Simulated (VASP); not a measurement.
Wanted: the native input for a VASP 6.6.1 run.

```
Task                   : relaxation of cell and atoms
Functional             : PBE
Potentials or basis    : VASP PAW PBE potentials, release 64 (Al, Pt)
Cutoff                 : 600 eV
k mesh                 : 4 × 4 × 6
Occupations            : gaussian, width 0.1 eV
Spin                   : no spin polarisation
Dipole correction      : no
Further INCAR settings : ALGO = Fast; EDIFF = 1e-06; IBRION = 2; EDIFFG = -0.04; NSW = 90; ISIF = 3
```

The structure of Al2Pt lies in POSCAR:

```
Al2Pt
1.0
    5.8488132202      0.0000000000      0.0000000000
    0.0000000000      6.1985209772      0.0000000000
    0.0000000000      0.0000000000      2.7715872774
Al Pt
4 2
Direct
    0.6572247811      0.3339035603      0.5000000000
    0.3427752189      0.6660964397      0.5000000000
    0.1572247811      0.1660964397      0.5000000000
    0.8427752189      0.8339035603      0.5000000000
    0.0000000000      0.5000000000      0.0000000000
    0.5000000000      0.0000000000      0.0000000000
```

The cell was built from a structure type or drawn by symmetry, and may not be a known phase.

One way to write it, as run:

INCAR

```
SYSTEM = Al2Pt
ALGO = Fast ; EDIFF = 1E-6
EDIFFG = -0.04 ; ENCUT = 600
GGA = PE ; IBRION = 2
ISIF = 3 ; ISMEAR = 0
LASPH = .TRUE. ; LCHARG = .FALSE.
LREAL = .FALSE. ; LWAVE = .FALSE.
NELM = 80 ; NSW = 90
PREC = Accurate ; SIGMA = 0.1
```

KPOINTS

```
k-points
0
G
  4 4 6
  0 0 0
```

Potentials or basis: VASP PAW PBE potentials, release 64 (Al, Pt).

Run with:

```bash
$ cat potpaw_PBE.64/Al/POTCAR potpaw_PBE.64/Pt/POTCAR > POTCAR
$ mpirun -np 1 vasp_std > vasp.out
```

It gave:

* Relaxed volume: 16.77 Å³/atom
* Relaxed cell: a = 6.030 Å, b = 6.038 Å, c = 2.763 Å, α = 90.00°, β = 90.00°, γ = 90.00°
* Space group after relaxing (to 0.1 Å): P4/mbm (No. 127)
* Energy gained by relaxing: 7.4 meV/atom
* Ionic steps: 8
* Pressure after relaxing: -0.1 GPa
* Largest force after relaxing: 0.015 eV/Å
* Band gap on the k mesh: zero (bands 16 and 17 overlap by 2.53 eV)

Caveat: the k points lie up to 0.38 Å⁻¹ apart in the final cell, too coarse for converged energies and pressures of a metal; spin-orbit coupling is left out, which moves the levels of the heavy elements.

Run time: 2.3 min on 1 thread of Intel(R) Xeon(R) 6975P-C (Granite Rapids) (shared host), peak memory 0.29 GiB.
